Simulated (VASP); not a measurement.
**MnSb: single point with revPBE+D3(BJ)**

MnSb:

```xyz
4
Lattice="3.9961 0.0000 0.0000 -1.9980 3.4607 0.0000 0.0000 0.0000 5.4641" Properties=species:S:1:pos:R:3 pbc="T T T"
Sb    1.9980    1.1536    4.0981
Sb    0.0000    2.3071    1.3660
Mn    0.0000    0.0000    2.7320
Mn    0.0000    0.0000    0.0000
```

```
Program             : VASP 6.6.1
Task                : single point
Functional          : revPBE
Dispersion          : D3(BJ)
Potentials or basis : VASP PAW PBE potentials, release 64 (Sb, Mn_pv)
Cutoff              : 520 eV
k mesh              : 7 × 7 × 5
Occupations         : fermi-dirac, width 0.05 eV
Spin                : collinear spin, ferromagnetic start
Starting moments    : [0.0, 0.0, 4.0, 4.0] μB
```

The pressure is -0.1 GPa and the net moment is 5.89 μB per cell. The site moments are Sb -0.12; Mn +2.99 μB, the valence electrons inside the program's atomic spheres are Sb 2.50; Mn 11.68 and the dispersion energy per atom is -0.837 eV.

Stress tensor (GPa, compression positive):
```
-0.14  0.00  0.00
 0.00 -0.14  0.00
 0.00  0.00 -0.05
```

Levels at points of the mesh, in eV from the Fermi level:
Spin up:
| k point | band 19 | band 20 | band 21 | band 22 | band 23 | band 24 |
| --- | --- | --- | --- | --- | --- | --- |
| (0.00, 0.00, 0.00) | 0.10 | 0.60 | 0.60 | 2.79 | 2.79 | 3.17 |
Spin down:
| k point | band 13 | band 14 | band 15 | band 16 | band 17 | band 18 |
| --- | --- | --- | --- | --- | --- | --- |
| (0.00, 0.00, 0.00) | -0.39 | -0.39 | 0.04 | 0.04 | 0.72 | 0.72 |

It took 2.4 min on 1 thread of AMD EPYC 7R43 64-Core Processor (Zen 3), on a shared host, peak memory 0.24 GiB.

Caveat: the PAW data sets were made with another functional, which shifts forces and pressure a little; spin-orbit coupling is left out, which moves the levels of the heavy elements; the run started ferromagnetic, and an antiferromagnetic order may lie lower in energy.
